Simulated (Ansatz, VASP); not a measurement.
## Si in VASP and in Ansatz

```xyz
2
Lattice="0.0000 2.7227 2.7227 2.7227 0.0000 2.7227 2.7227 2.7227 0.0000" Properties=species:S:1:pos:R:3 pbc="T T T"
Si    2.7227    2.7227    2.7227
Si    4.0841    4.0841    4.0841
```

Alike in both runs: task single point; functional r2SCAN; k mesh 3 × 3 × 3; occupations fermi-dirac, width 0.05 eV; no spin polarisation.

|  | VASP | Ansatz |
| --- | --- | --- |
| version | VASP 6.6.1 | Ansatz 0.2.0 |
| potentials or method | VASP PAW PBE potentials, release 64 (Si), cutoff 520 eV | plane waves (500 eV) with PAW, scalar-relativistic |
| valence electrons in the cell | 8 | 8 |

|  | VASP | Ansatz | Ansatz less VASP |
| --- | --- | --- | --- |
| pressure (GPa) | 1.6 | 1.9 | +0.26 |

VASP's potentials were made for PBE, not for r2SCAN. With one functional, cell and mesh, what is left measures potentials, basis and numerics.

The k mesh is coarse, so the values compare programs but aren't converged.
